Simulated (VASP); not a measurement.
Runs of VASP 6.6.1 on CaO. The structure is that of space group Fm-3m (No. 225), or close to it. The cells are those of the table. 

```tsv
cell	gap on the mesh (eV)	pressure (GPa)
a = 3.286 Å, angles 60.0°, 2 atoms	4.14	(b)
a = 3.390 Å, angles 60.0°, 2 atoms	(c)	0.9
a = 3.356 Å, angles 60.0°, 2 atoms	(a)	4.9
a = 3.249 Å, angles 60.0°, 2 atoms	4.11	21.5
```

Alike in all rows: task single point; level r2SCAN; potentials or basis VASP PAW PBE potentials, release 64 (Ca_sv, O_h); no spin polarisation; k mesh 8 × 8 × 8; cutoff (eV) 910; smearing gaussian 0.02 eV.

Fill in the values left out.

(a) 4.18; (b) 14.9; (c) 4.19.

Caveats: the cutoff is under 1.25 times the usual one of these potentials, so pressure, stress and relaxed cells hold a basis-set (Pulay) error; the PAW data sets were made with another functional, which shifts forces and pressure a little; the cell stands under pressure (at least some runs).

A k mesh can miss the band edges.
